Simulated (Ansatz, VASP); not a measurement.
## Two plane-wave programs on KBr

```
K Br
1.0
     5.55587    0.00000    0.00000
    -2.77793    4.81152    0.00000
     0.00000    0.00000    6.51565
K Br
2 2
Direct
  0.33333 0.66667 0.25000
  0.66667 0.33333 0.75000
  0.66667 0.33333 0.25000
  0.33333 0.66667 0.75000
```

Alike in both runs: task single point; functional PBE; k mesh 6 × 6 × 4; no spin polarisation.

```csv
,VASP,Ansatz
version,VASP 6.6.1,Ansatz 0.2.0
potentials or method,"VASP PAW PBE potentials, release 64 (K_sv, Br)","plane waves, PAW"
plane-wave cutoff (eV),520,420
occupations,"gaussian, width 0.01 eV",fixed
valence electrons in the cell,32,32
```

|  | VASP | Ansatz | Ansatz less VASP |
| --- | --- | --- | --- |
| gap on the k mesh at the Fermi level (eV) | 4.23 | 4.23 | +0.001 |
| pressure (GPa) | 0.8 | 0.8 | -0.03 |
| traceless stress, the component that is largest in VASP (GPa) | 0.05 | 0.05 | -0.005 |
